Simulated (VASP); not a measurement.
# Ti9O16 (a cell with a defect) in VASP: further runs

Runs on Ti9O16 (a cell with a defect). Level: PBE. Tasks: single point.

Program: VASP 6.6.1. These are calculated values, not measurements. Logs are shortened: lines on timing, memory, paths and dates and some standing lists are left out, and cuts for length are marked.

## Step 1: The cell of the first run

The cell holds a defect, 25 atoms: a = 6.567 Å, b = 6.567 Å, c = 7.530 Å, α = 115.85°, β = 115.85°, γ = 90.00°.

## Step 2: Single point, PBE

INCAR reads:

```
SYSTEM = Ti9O16
  PREC = Accurate
  ENCUT = 520
  EDIFF = 1E-7
  ISMEAR = 0
  SIGMA = 0.02
  LREAL = Auto
  LASPH = .TRUE.
  NELM = 100
  ALGO = Normal
  ISIF = 2
  LWAVE = .FALSE.
  LCHARG = .FALSE.
  GGA = PE
  NBANDS = 120
  NELECT = 200.0
```

KPOINTS reads:

```
regular mesh
0
G
  3 3 3
  0 0 0
```

POSCAR reads:

```
Ti9O16
1.0
   -4.6432750096      4.6432750096      0.0000000000
    4.6432750096      4.6432750096      0.0000000000
    0.0000000000     -4.6432750096     -5.9277640514
Ti O
9 16
Direct
    0.7371730614      0.7623421500      0.4906826545
    0.5631379029      0.5277411195      0.0147215711
    0.2561320802      0.2274331554      0.4906819797
   -0.0457927069     -0.0139274826      0.0147212337
    0.1432601741      0.6361851021      0.2563270040
    0.8498934190      0.4107772788      0.7303598730
    0.6156899398      0.1192345295      0.2563264980
    0.3830901543      0.8186760276      0.7303605478
    0.2055774555      0.2038123221      0.9085314384
    0.2425272143      0.5355029690      0.4823621479
   -0.0140355953      0.3014716699     -0.0023221235
    0.7405190173      0.0665419228      0.5075380825
    0.5113324731      0.8055399015      0.0030606819
    0.4275387167      0.6021661076      0.2241819999
    0.1776137482      0.3635637508      0.7525194932
    0.9302021830      0.1226232668      0.2694432481
    0.6758608898      0.8544499241      0.7395454613
    0.2696425590      0.9400880944      0.5075379138
   -0.0056483207      0.6966129051      0.0030606819
    0.7424583431      0.4459510294      0.4823618105
    0.5143363663      0.1952981881     -0.0023226296
    0.8418650630      0.6459122069      0.2694440916
    0.5663078124      0.3841863575      0.7395447865
    0.2992662153      0.1211076961      0.2241819999
    0.0775296160      0.8880486984      0.7525205054
```

Potentials or basis: VASP PAW PBE potentials, release 64 (Ti_sv, O).

The run is started by

```bash
cat potpaw_PBE.64/Ti_sv/POTCAR potpaw_PBE.64/O/POTCAR > POTCAR
mpirun -np 1 vasp_std > vasp.out
```

OUTCAR:

```text
SYSTEM = Ti9O16
   PREC = Accurate
   ENCUT = 520
   EDIFF = 1E-7
   ISMEAR = 0
   LREAL = Auto
   LASPH = .TRUE.
   NELM = 100
   ISIF = 2
   GGA = PE
   NELECT = 200.0

 ion  position               nearest neighbor table
   1  0.737  0.762  0.491-  17 1.93  22 1.93  12 1.95  14 1.97  20 2.05  25 2.07   2 2.85
   2  0.563  0.528  0.015-  22 1.81  23 1.88  13 1.89  14 2.02  21 2.15  15 2.29   9 2.75   1 2.85

   3  0.256  0.227  0.491-  23 1.93  16 1.93  18 1.95  24 1.97  10 2.05  15 2.07   4 2.85
   4  0.954  0.986  0.015-  16 1.81  17 1.88  19 1.89  24 2.02  11 2.15  25 2.29   9 2.75   3 2.85

   5  0.143  0.636  0.256-  18 1.89  10 1.94  19 1.95  14 1.98  22 2.02  11 2.05   8 2.83
   6  0.850  0.411  0.730-  20 1.81  19 1.89  23 1.90  12 2.02  15 2.12  11 2.25   9 2.82   7 2.83

   7  0.616  0.119  0.256-  12 1.89  20 1.94  13 1.95  24 1.98  16 2.02  21 2.05   6 2.83
   8  0.383  0.819  0.730-  10 1.81  13 1.89  17 1.90  18 2.02  25 2.12  21 2.25   9 2.82   5 2.83

   9  0.206  0.204  0.909-  15 1.84  25 1.84  21 1.85  11 1.85   2 2.75   4 2.75   8 2.82   6 2.82

  10  0.243  0.536  0.482-   8 1.81   5 1.94   3 2.05
  11  0.986  0.301  0.998-   9 1.85   5 2.05   4 2.15   6 2.25
  12  0.741  0.067  0.508-   7 1.89   1 1.95   6 2.02
  13  0.511  0.806  0.003-   2 1.89   8 1.89   7 1.95
  14  0.428  0.602  0.224-   1 1.97   5 1.98   2 2.02
  15  0.178  0.364  0.753-   9 1.84   3 2.07   6 2.12   2 2.29
  16  0.930  0.123  0.269-   4 1.81   3 1.93   7 2.02
  17  0.676  0.854  0.740-   4 1.88   8 1.90   1 1.93
  18  0.270  0.940  0.508-   5 1.89   3 1.95   8 2.02
  19  0.994  0.697  0.003-   4 1.89   6 1.89   5 1.95
  20  0.742  0.446  0.482-   6 1.81   7 1.94   1 2.05
  21  0.514  0.195  0.998-   9 1.85   7 2.05   2 2.15   8 2.25
  22  0.842  0.646  0.269-   2 1.81   1 1.93   5 2.02
  23  0.566  0.384  0.740-   2 1.88   6 1.90   3 1.93
  24  0.299  0.121  0.224-   3 1.97   7 1.98   4 2.02
  25  0.078  0.888  0.753-   9 1.84   1 2.07   8 2.12   4 2.29

  LATTYP: Found a body centered tetragonal cell.
 ALAT       =     6.5665824924
 C/A-ratio  =     1.8054335138

  Lattice vectors:

 A1 = (  -4.6432750096,   0.0000000000,   5.9277640514)
 A2 = (   4.6432750096,   0.0000000000,   5.9277640514)
 A3 = (   0.0000000000,   4.6432750096,  -5.9277640514)

Analysis of symmetry for initial positions (statically):
=====================================================================
 Subroutine PRICEL returns:
 Original cell was already a primitive cell.

 Routine SETGRP: Setting up the symmetry group for a
 body centered tetragonal supercell.

 Subroutine GETGRP returns: Found  2 space group operations
 (whereof  1 operations were pure point group operations)
 out of a pool of 16 trial point group operations.

The static configuration has the point symmetry C_1 .
 The point group associated with its full space group is C_2 .

Analysis of symmetry for dynamics (positions and initial velocities):
=====================================================================
 Subroutine PRICEL returns:
 Original cell was already a primitive cell.

 Routine SETGRP: Setting up the symmetry group for a
 body centered tetragonal supercell.

 Subroutine GETGRP returns: Found  2 space group operations
 (whereof  1 operations were pure point group operations)
 out of a pool of 16 trial point group operations.

The dynamic configuration has the point symmetry C_1 .
 The point group associated with its full space group is C_2 .

 Subroutine INISYM returns: Found  2 space group operations
 (whereof  1 operations are pure point group operations),
 and found     1 'primitive' translations

----------------------------------------------------------------------------------------

                                     Primitive cell

  volume of cell :     255.6052

  direct lattice vectors                    reciprocal lattice vectors
    -4.643275010  4.643275010  0.000000000    -0.107682616  0.107682616 -0.084348836
     4.643275010  4.643275010  0.000000000     0.107682616  0.107682616 -0.084348836
     0.000000000 -4.643275010 -5.927764051     0.000000000  0.000000000 -0.168697673

  length of vectors
     6.566582492  6.566582492  7.529833296     0.174085662  0.174085662  0.168697673

  position of ions in fractional coordinates (direct lattice)
     0.737173061  0.762342150  0.490682654
     0.563137903  0.527741120  0.014721571
     0.256132080  0.227433155  0.490681980
     0.954207293  0.986072517  0.014721234
     0.143260174  0.636185102  0.256327004
     0.849893419  0.410777279  0.730359873
[... 17 lines left out ...]
     0.299266215  0.121107696  0.224182000
     0.077529616  0.888048698  0.752520505

  ion indices of the primitive-cell ions
   primitive index   ion index
                 1           1
                 2           2
                 3           3
                 4           4
                 5           5
                 6           6
[... 17 lines left out ...]
                24          24
                25          25

----------------------------------------------------------------------------------------

 KPOINTS: regular mesh

Automatic generation of k-mesh.
 Grid dimensions read from file:
 generate k-points for:    3    3    3

 Generating k-lattice:

  Cartesian coordinates                     Fractional coordinates (reciprocal lattice)
    -0.035894205  0.035894205 -0.028116279     0.333333333  0.000000000  0.000000000
     0.035894205  0.035894205 -0.028116279     0.000000000  0.333333333  0.000000000
     0.000000000  0.000000000 -0.056232558     0.000000000  0.000000000  0.333333333

  Length of vectors
     0.058028554  0.058028554  0.056232558

  Shift w.r.t. Gamma in fractional coordinates (k-lattice)
     0.000000000  0.000000000  0.000000000

 Subroutine IBZKPT returns following result:
 ===========================================

 Found     10 irreducible k-points:

 Following reciprocal coordinates:
            Coordinates               Weight
  0.000000  0.000000  0.000000      1.000000
  0.333333  0.000000  0.000000      4.000000
  0.000000 -0.333333  0.333333      4.000000
  0.333333  0.333333  0.000000      4.000000
  0.333333 -0.333333  0.333333      4.000000
 -0.333333  0.333333  0.000000      2.000000
  0.333333  0.333333 -0.333333      2.000000
  0.000000  0.000000  0.333333      2.000000
  0.333333  0.000000  0.333333      2.000000
  0.000000 -0.333333 -0.333333      2.000000
   k-points           NKPTS =     10   k-points in BZ     NKDIM =     10   number of bands    NBANDS=    120
   number of dos      NEDOS =    301   number of ions     NIONS =     25
   total plane-waves  NPLWV = 140000
   dimension x,y,z NGX =    50 NGY =   50 NGZ =   56
   dimension x,y,z NGXF=   100 NGYF=  100 NGZF=  112
   ions per type =               9  16
   NGX,Y,Z   is equivalent  to a cutoff of  12.66, 12.66, 12.36 a.u.
   NGXF,Y,Z  is equivalent  to a cutoff of  25.32, 25.32, 24.73 a.u.
 SYSTEM =  Ti9O16
   PREC   = accura    normal or accurate (medium, high low for compatibility)
   ISTART =      0    job   : 0-new  1-cont  2-samecut
   ICHARG =      2    charge: 1-file 2-atom 10-const
   ISPIN  =      1    spin polarized calculation?
   LNONCOLLINEAR =      F non collinear calculations
   LSORBIT =      F    spin-orbit coupling
   LASPH  =      T    aspherical Exc in radial PAW
   ENCUT  =  520.0 eV  38.22 Ry    6.18 a.u.  12.21 12.21 14.00*2*pi/ulx,y,z
   NELM   =    100;   NELMIN=  2; NELMDL= -5     # of ELM steps
   EDIFF  = 0.1E-06   stopping-criterion for ELM
   LREAL  =      T    real-space projection
   EDIFFG = 0.1E-05   stopping-criterion for IOM
   NSW    =      0    number of steps for IOM
   IBRION =     -1    ionic relax: 0-MD 1-quasi-New 2-CG
   NFREE  =      0    steps in history (QN), initial steepest desc. (CG)
   ISIF   =      2    stress and relaxation
   ISYM   =      2    0-nonsym 1-usesym 2-fastsym
   POTIM  = 0.5000    time-step for ionic-motion
   TEBEG  =    0.0;   TEEND  =   0.0 temperature during run
   PSTRESS=    0.0 pullay stress
   NELECT =     200.0000    total number of electrons
   NUPDOWN=      -1.0000    fix difference up-down
   EMIN   =  10.00;   EMAX   =-10.00  energy-range for DOS
   EFERMI =   0.00;   METHOD = LEGACY
   ISMEAR =     0;   SIGMA  =   0.02  broadening in eV -4-tet -1-fermi 0-gaus
   EFERMI_NEDOS =   21; number of points for ismear=-14 and -15
   IALGO  =     38    algorithm
   IMIX   =      4    mixing-type and parameters
     AMIX     =   0.40;   BMIX     =  1.00
     AMIX_MAG =   1.60;   BMIX_MAG =  1.00
  volume/ion in A,a.u.               =      10.22        69.00
  Fermi-wavevector in a.u.,A,eV,Ry     =   1.508557  2.850758 30.963361  2.275743
  Thomas-Fermi vector in A             =   2.618995
   LORBIT       =      0    0 simple, 1 ext, 2 COOP (PROOUT), +10 PAW based schemes
   GGA     = PE    functional components
   LHFCALC =     F    Hartree Fock is set to
   AEXX    =    0.0000 exact exchange contribution
   IVDW    =     0    specifies the selected vdW correction
   LEPSILON=     F    determine dielectric tensor
   LRPA    =     F    only Hartree local field effects (RPA)
 non-spin polarized calculation
 Gauss-broadening in eV      SIGMA  =   0.02
  energy-cutoff  :      520.00
  volume of cell :      255.61
 maximum number of plane-waves:      6906
 NGX is ok and might be reduce to    50
   NGX = 25   NGY = 25   NGZ = 27

 number of electron     199.9999997 magnetization

 Free energy of the ion-electron system (eV)
  ---------------------------------------------------
  ext. energy  EPLUGINS =         0.00000000
  ---------------------------------------------------
  free energy    TOTEN  =      -252.71749544 eV

  energy without entropy =     -252.71749544  energy(sigma->0) =     -252.71749544

 E-fermi :   5.1479     XC(G=0): -11.4314

 val. band max:        4.9758494049   @ k =   0.0000   0.0000   0.0000
 cond. band min:       7.2282845601   @ k =   0.3333   0.3333   0.0000
 fundamental gap:      2.2524351552
 Fermi energy:         5.1478817937

 k-point     1 :       0.0000    0.0000    0.0000
  band No.  band energies     occupation
      1     -51.7251      2.00000
      2     -51.7237      2.00000
      3     -51.5893      2.00000
      4     -51.5872      2.00000
      5     -51.4200      2.00000
      6     -51.4169      2.00000
[... 104 lines left out ...]
    111       8.1237      0.00000
    112       8.1378      0.00000

 k-point     2 :       0.3333    0.0000    0.0000
  band No.  band energies     occupation
      1     -51.7247      2.00000
      2     -51.7240      2.00000
      3     -51.5888      2.00000
      4     -51.5877      2.00000
      5     -51.4193      2.00000
      6     -51.4171      2.00000
[... 912 lines left out ...]
 k-point    10 :       0.0000   -0.3333   -0.3333
  band No.  band energies     occupation
      1     -51.7247      2.00000
      2     -51.7239      2.00000
      3     -51.5892      2.00000
      4     -51.5873      2.00000
      5     -51.4214      2.00000
      6     -51.4157      2.00000
[... 104 lines left out ...]
    111       8.1663      0.00000
    112       8.2086      0.00000
 [bands above 112 left out]

------------------------ aborting loop because EDIFF is reached ----------------------------------------

  FORCE on cell =-STRESS in cart. coord.  units (eV):
  Direction    XX          YY          ZZ          XY          YZ          ZX
  --------------------------------------------------------------------------------------
  -------------------------------------------------------------------------------------
  Total      -27.9963595    -32.1545149    -23.5389269     -1.1517363      0.0000000      0.0000000
  in kB     -175.4859806   -201.5500115   -147.5460288     -7.2192806      0.0000000      0.0000000
  external PRESSURE =    -174.8606736 kB  Pullay stress =       0.0000000 kB

 VOLUME and BASIS-vectors are now :
 -----------------------------------------------------------------------------
  energy-cutoff  :      520.00
  volume of cell :      255.61
      direct lattice vectors                 reciprocal lattice vectors
    -4.643275010  4.643275010  0.000000000    -0.107682616  0.107682616 -0.084348836
     4.643275010  4.643275010  0.000000000     0.107682616  0.107682616 -0.084348836
     0.000000000 -4.643275010 -5.927764051     0.000000000  0.000000000 -0.168697673

 POSITION                                       TOTAL-FORCE (eV/Angst)
 -----------------------------------------------------------------------------------
      0.11687      4.68429     -2.90865        -0.018840     -0.009853     -0.010706
     -0.16436      4.99690     -0.08727        -0.005755     -0.057531      0.048595
     -0.13326     -0.03305     -2.90865         0.018840      0.009853     -0.010706
      0.14796      8.94090     -0.08726         0.005755      0.057531      0.048595
      2.28879      2.42898     -1.51945        -0.006498     -0.028278      0.044632
     -2.03894      2.46238     -4.32940        -0.109226     -0.024990     -0.053108
[... 17 lines left out ...]
     -0.82724      0.91097     -1.32890         0.047092      0.077680      0.060523
      3.76346      0.98929     -4.46076         0.007300     -0.006792      0.030631
 -----------------------------------------------------------------------------------
    total drift:                               -0.038610      0.040026      0.008121

  FREE ENERGIE OF THE ION-ELECTRON SYSTEM (eV)
  ---------------------------------------------------
  free  energy   TOTEN  =      -252.7174954389 eV

  energy  without entropy=     -252.7174954389  energy(sigma->0) =     -252.71749544
```

Run time: 19 min. Hardware: 1 thread of Intel Xeon Platinum 8259CL at 2.50GHz (Skylake/Cascade Lake), shared host; peak memory 0.46 GiB.

What came out:

```
Free energy   : -252.7175 eV
Largest force : 0.242 eV/Å
```

Forces in eV/Å, atoms in the order of the input:
```
Ti  -0.019 -0.010 -0.011
Ti  -0.006 -0.058  0.049
Ti   0.019  0.010 -0.011
Ti   0.006  0.058  0.049
Ti  -0.006 -0.028  0.045
Ti  -0.109 -0.025 -0.053
Ti   0.006  0.028  0.045
Ti   0.109  0.025 -0.053
Ti   0.000  0.000 -0.242
O   -0.024 -0.089  0.044
O    0.123 -0.096 -0.015
O    0.027 -0.065  0.006
O    0.019 -0.021 -0.009
O   -0.047 -0.078  0.061
O   -0.007  0.007  0.031
O    0.024 -0.077 -0.066
O   -0.005 -0.017  0.040
O   -0.027  0.065  0.006
O   -0.019  0.021 -0.009
O    0.024  0.089  0.044
O   -0.123  0.096 -0.015
O   -0.024  0.077 -0.066
O    0.005  0.017  0.040
O    0.047  0.078  0.061
O    0.007 -0.007  0.031
```

Caveat: the cell carries a net charge on a neutralising background, which shifts energy and pressure; the cell is charged against a uniform background, so pressure and absolute levels hang on convention.

(Continued in part 2 of 2.)
